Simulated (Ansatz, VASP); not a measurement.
## One calculation of W, two programs

Contents of INCAR:

```
SYSTEM = W
PREC = Accurate
ENCUT = 520
EDIFF = 1E-7
ISMEAR = 0
SIGMA = 0.1
LREAL = .FALSE.
LASPH = .TRUE.
NELM = 60
ALGO = Normal
ISIF = 2
LWAVE = .FALSE.
LCHARG = .TRUE.
LDIPOL = .TRUE.
IDIPOL = 3
DIPOL = 0.5 0.5 0.500
GGA = PE
LELF = .TRUE.
LVHAR = .TRUE.
LVACPOTAV = .TRUE.
NBANDS = 43
```

The input KPOINTS:

```
Automatic mesh
0
G
  11 11 1
  0 0 0
```

The input POSCAR:

```
W
1.0
    3.1835586448      0.0000000000      0.0000000000
    0.0000000000      3.1835586448      0.0000000000
    0.0000000000      0.0000000000     21.3671172896
W
5
Direct
    0.5000000000      0.5000000000      0.3510066378
    0.0000000000      0.0000000000      0.4255033189
    0.5000000000      0.5000000000      0.5000000000
    0.0000000000      0.0000000000      0.5744966811
    0.5000000000      0.5000000000      0.6489933622
```

Input for Ansatz:

```yaml
crystal:
  lattice:
    - [3.1835586448, 0.0, 0.0]
    - [0.0, 3.1835586448, 0.0]
    - [0.0, 0.0, 21.3671172896]
  atoms:
    - { symbol: W, position: [0.5, 0.5, 0.3510066378] }
    - { symbol: W, position: [0.0, 0.0, 0.4255033189] }
    - { symbol: W, position: [0.5, 0.5, 0.5] }
    - { symbol: W, position: [0.0, 0.0, 0.5744966811] }
    - { symbol: W, position: [0.5, 0.5, 0.6489933622] }
basis:
  ecutwfc: 420
kpoints:
  mp_grid: { grid: [11, 11, 1] }
hamiltonian:
  xc: pbe
scf:
  occupations: { method: gaussian, width: 0.1 }
output:
  forces: true
  stress: true
  eigenvalues: true
  write_density: true
  write_potential: true
  elf: true
  volumetric_format: npy
efield:
  axis: 3
  dipole_correction: true
  ramp_width: 0.04
```

Alike in both runs: task single point; functional PBE; k mesh 11 × 11 × 1; occupations gaussian, width 0.1 eV; no spin polarisation.

```csv
,VASP,Ansatz
version,VASP 6.6.1,Ansatz 0.2.0
potentials or method,"VASP PAW PBE potentials, release 64 (W_sv), cutoff 520 eV","scalar-relativistic, plane waves, PAW"
valence electrons in the cell,70,70
```

```csv
,VASP,Ansatz,Ansatz less VASP
gap on the k mesh at the Fermi level (eV),none,none,-
rms of the force components (eV/Å),0.842,0.846,+0.0044
"work function, face that differs most (eV)",4.23,4.23,+0.001
```

Atom by atom the forces differ by 0.011 eV/Å (rms over components). A gap of «none» marks a metal or a gap that the smearing closes. Ansatz's warnings: xc potential rough in thin density.

Spin-orbit coupling is off throughout.
